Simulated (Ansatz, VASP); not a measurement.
RbBr3 in VASP and in Ansatz

Contents of INCAR:

```
SYSTEM = RbBr3
PREC = Accurate ; ENCUT = 500
EDIFF = 1E-6 ; ISMEAR = 0
SIGMA = 0.1 ; LREAL = .FALSE.
LASPH = .TRUE. ; NELM = 120
ALGO = Normal ; ISIF = 2
LWAVE = .FALSE. ; LCHARG = .TRUE.
GGA = PE ; LELF = .TRUE.
LVHAR = .TRUE. ; NBANDS = 23
GGA_COMPAT = .FALSE.
```

Contents of KPOINTS:

```
regular mesh
0
G
  4 4 4
  0 0 0
```

POSCAR

```
RbBr3
1.0
    0.0000000000      3.8922944900      3.8922944900
    3.8922944900      0.0000000000      3.8922944900
    3.8922944900      3.8922944900      0.0000000000
Rb Br
1 3
Direct
    0.0000000000      0.0000000000      0.0000000000
    0.2500000000      0.2500000000      0.2500000000
    0.7500000000      0.7500000000      0.7500000000
    0.5000000000      0.5000000000      0.5000000000
```

Input for Ansatz:

```yaml
crystal:
  lattice:
    - [0.0, 3.89229449, 3.89229449]
    - [3.89229449, 0.0, 3.89229449]
    - [3.89229449, 3.89229449, 0.0]
  atoms:
    - { symbol: Rb, position: [0.0, 0.0, 0.0] }
    - { symbol: Br, position: [0.25, 0.25, 0.25] }
    - { symbol: Br, position: [0.75, 0.75, 0.75] }
    - { symbol: Br, position: [0.5, 0.5, 0.5] }
basis:
  ecutwfc: 420
kpoints:
  mp_grid: { grid: [4, 4, 4] }
hamiltonian:
  xc: pbe
scf:
  occupations: { method: gaussian, width: 0.1 }
  lower_state_search: "off"
output:
  forces: true
  stress: true
  eigenvalues: true
```

Change from the starting cell: species swapped into the Tc3Ge type (Fm-3m, No. 225).

Alike in both runs: task single point; functional PBE; k mesh 4 × 4 × 4; occupations gaussian, width 0.1 eV; no spin polarisation.

```csv
,VASP,Ansatz
version,VASP 6.6.1,Ansatz 0.2.0
potentials or method,"VASP PAW PBE potentials, release 64 (Rb_sv, Br), cutoff 500 eV","scalar-relativistic, plane waves, PAW"
valence electrons in the cell,30,30
```

|  | VASP | Ansatz | Ansatz less VASP |
| --- | --- | --- | --- |
| gap on the k mesh at the Fermi level (eV) | none | none | - |
| pressure (GPa) | 3.3 | 3.3 | -0.03 |

A gap of «none» marks a metal or a gap that the smearing closes.
